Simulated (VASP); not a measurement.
A run of VASP 6.6.1 is set up as follows.

INCAR

```
SYSTEM = Mg
PREC     = Accurate       ! precision mode
ENCUT    = 520            ! plane-wave cutoff, eV
EDIFF    = 1E-6           ! SCF threshold, eV
ISMEAR   = -1             ! smearing method
SIGMA    = 0.08           ! smearing width, eV
LREAL    = .FALSE.        ! projectors in reciprocal space
LASPH    = .TRUE.         ! aspherical terms in the spheres
NELM     = 60             ! most SCF steps
ALGO     = Normal         ! electronic algorithm
ISIF     = 2              ! what is computed and relaxed
LWAVE    = .FALSE.        ! write WAVECAR
LCHARG   = .FALSE.        ! write CHGCAR
GGA      = PE             ! functional
NBANDS   = 9              ! bands
```

Contents of KPOINTS:

```
regular mesh
0
G
  12 12 7
  0 0 0
```

File POSCAR:

```
Mg
1.0
    3.2092715325      0.0000000000      0.0000000000
   -1.6046357662      2.7793106748      0.0000000000
    0.0000000000      0.0000000000      5.1061234000
Mg
2
Direct
    0.3333333333      0.6666666667      0.2500000000
    0.6666666667      0.3333333333      0.7500000000
```

Potentials or basis: VASP PAW PBE potentials, release 64 (Mg).

Command:

```bash
$ cat potpaw_PBE.64/Mg/POTCAR > POTCAR
$ mpirun -np 1 vasp_std > vasp.out
```

Problem. Estimate the pressure.

Solution. 0.2 GPa.

Problem. What does it give for the band gap on the k mesh?

Solution. Zero (bands 2 and 3 overlap by 2.00 eV).

Stress tensor (GPa, compression positive):
```
0.03 0.00 0.00
0.00 0.03 0.00
0.00 0.00 0.41
```

Caveat: the cell differs from its parent crystal (zz strain of -2 %).
